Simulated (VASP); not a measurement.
A run of VASP 6.6.1 is set up as follows.

INCAR

```
SYSTEM = CdS
PREC     = Accurate       ! precision mode
ENCUT    = 500            ! plane-wave cutoff, eV
EDIFF    = 1E-6           ! SCF threshold, eV
ISMEAR   = 0              ! smearing method
SIGMA    = 0.02           ! smearing width, eV
LREAL    = .FALSE.        ! projectors in reciprocal space
LASPH    = .TRUE.         ! aspherical terms in the spheres
NELM     = 120            ! most SCF steps
ALGO     = Normal         ! electronic algorithm
ISIF     = 2              ! what is computed and relaxed
LWAVE    = .FALSE.        ! write WAVECAR
LCHARG   = .TRUE.         ! write CHGCAR
GGA      = PE             ! functional
LELF     = .TRUE.         ! ELF
LVHAR    = .TRUE.       
NBANDS   = 26             ! bands
GGA_COMPAT= .FALSE.
```

Contents of KPOINTS:

```
regular mesh
0
G
  9 9 4
  0 0 0
```

Contents of POSCAR:

```
CdS
1.0
    4.1968524136      0.0000000000      0.0000000000
   -2.0984262068      3.6345808061      0.0000000000
    0.0000000000      0.0000000000      6.8296508592
Cd S
2 2
Direct
    0.3333333333      0.6666666667      0.0002179908
    0.6666666667      0.3333333333      0.5002179908
    0.3333333333      0.6666666667      0.3767820092
    0.6666666667      0.3333333333      0.8767820092
```

Potentials or basis: VASP PAW PBE potentials, release 64 (Cd, S).

Command:

```sh
$ cat potpaw_PBE.64/Cd/POTCAR potpaw_PBE.64/S/POTCAR > POTCAR
$ mpirun -np 1 vasp_std > vasp.out
```

**Question.** Estimate the pressure.

**Answer.** 0.3 GPa.

**Question.** Predict the band gap on the k mesh.

**Answer.** 1.11 eV, direct.
